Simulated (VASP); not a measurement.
## HfN: relaxation of cell and atoms with PBEsol

The system is HfN.

```
Hf N
1.0
     0.00000    2.25090    2.25090
     2.25090    0.00000    2.25090
     2.25090    2.25090    0.00000
Hf N
1 1
Direct
  0.00000 0.00000 0.00000
  0.50000 0.50000 0.50000
```

| Property | Result |
| --- | --- |
| Program | VASP 6.6.1 |
| Task | relaxation of cell and atoms |
| Functional | PBEsol |
| Potentials or basis | VASP PAW PBE potentials, release 64 (Hf_pv, N) |
| Cutoff | 600 eV |
| k mesh | 18 × 18 × 18 |
| Occupations | fermi-dirac, width 0.05 eV |
| Spin | no spin polarisation |
| Target pressure | 7 GPa |
| Dipole correction | no |
| Further INCAR settings | ALGO = Normal; EDIFF = 1e-07; IBRION = 2; EDIFFG = -0.002; NSW = 100; ISIF = 3 |

| Property | Result |
| --- | --- |
| Relaxed volume | 11.06 Å³/atom |
| Relaxed cell | a = 3.151 Å, b = 3.151 Å, c = 3.151 Å, α = 60.00°, β = 60.00°, γ = 60.00° |
| Space group after relaxing (to 0.05 Å) | Fm-3m (No. 225) |
| Energy change on relaxing (the enthalpy is what falls) | +4.8 meV/atom |
| Ionic steps | 4 |
| Pressure after relaxing | 7.0 GPa |

Step by step:
```
step  energy change (eV)  largest force (eV/Å)  pressure (GPa)  volume (Å³)
   1              0.0000                0.0000           -2.32        22.81
   2              0.1757                0.0000           31.74        20.69
   3              0.0089                0.0000            6.77        22.13
   4              0.0095                0.0000            6.99        22.12
```

Final structure:
```yaml
crystal:
  lattice:
    - [0.00000, 2.22789, 2.22789]
    - [2.22789, 0.00000, 2.22789]
    - [2.22789, 2.22789, 0.00000]
  atoms:
    - { symbol: Hf, position: [0.00000, 0.00000, 0.00000] }
    - { symbol: N, position: [0.50000, 0.50000, 0.50000] }
```

Levels at points of the mesh, in eV from the Fermi level:
```tsv
k point	band 4	band 5	band 6	band 7	band 8	band 9	band 10	band 11
(0.00, 0.00, 0.00)	-17.67	-3.02	-3.02	-3.02	-0.38	-0.38	-0.38	2.06
(0.50, 0.00, 0.00)	-14.65	-9.14	-6.38	-6.38	3.50	3.94	3.94	4.64
(0.50, 0.50, 0.00)	-16.55	-5.36	-4.02	-3.66	-3.66	4.33	5.89	5.89
```

Wall time 4.4 min on 1 thread of Intel(R) Xeon(R) Platinum 8259CL CPU @ 2.50GHz (Skylake/Cascade Lake), on a shared host, peak memory 0.22 GiB.

Caveat: the cell is relaxed towards a set pressure, so the enthalpy falls and the energy may rise; the PAW data sets were made with another functional, which shifts forces and pressure a little; spin-orbit coupling is left out, which moves the levels of the heavy elements.
